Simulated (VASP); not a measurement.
The system is CuH2.

```xyz
3
Lattice="3.3581 0.0000 0.0000 -1.6790 2.9082 0.0000 0.0000 0.0000 2.3619" Properties=species:S:1:pos:R:3 pbc="T T T"
Cu    0.0000    0.0000    0.0000
H     0.0000    1.9388    1.1810
H     1.6790    0.9694    1.1810
```

```yaml
Program: VASP 6.6.1
Task: relaxation of cell and atoms
Functional: PBE
Potentials_or_basis: VASP PAW PBE potentials, release 64 (Cu, H)
Cutoff: 600 eV
k_mesh: 6 × 6 × 8
Occupations: gaussian, width 0.1 eV
Spin: no spin polarisation
```

At the start: pressure -11.9 GPa; volume 7.69 Å³/atom.

Question: Where does the relaxation end?

Answer: Over 7 steps the energy falls by 104.0 meV/atom and the volume is 6.36 Å³/atom (-17.3 %); space group P6/mmm (No. 191, to 0.1 Å) before and after.

Step by step:
| step | energy change (eV) | largest force (eV/Å) | pressure (GPa) | volume (Å³) |
| --- | --- | --- | --- | --- |
| 1 | 0.0000 | 0.0000 | -11.89 | 23.07 |
| 2 | -0.1918 | 0.0000 | -8.02 | 21.20 |
| 3 | -0.2990 | 0.0000 | -0.77 | 19.29 |
| 4 | -0.3053 | 0.0000 | 3.13 | 18.64 |
| 5 | -0.3055 | 0.0000 | 1.99 | 18.79 |
| 6 | -0.3118 | 0.0000 | 0.13 | 19.00 |
| 7 | -0.3121 | 0.0000 | -0.37 | 19.07 |

Final structure:
```
CELL_PARAMETERS angstrom
3.01541 0.00000 0.00000
-1.50771 2.61142 0.00000
0.00000 0.00000 2.42150
ATOMIC_POSITIONS crystal
Cu 0.00000 0.00000 0.00000
H 0.33333 0.66667 0.50000
H 0.66667 0.33333 0.50000
```

Caveat: the k points lie up to 0.40 Å⁻¹ apart in the final cell, too coarse for converged energies and pressures of a metal; the volume moved by over 15 % at a fixed basis, so the end points are rough.
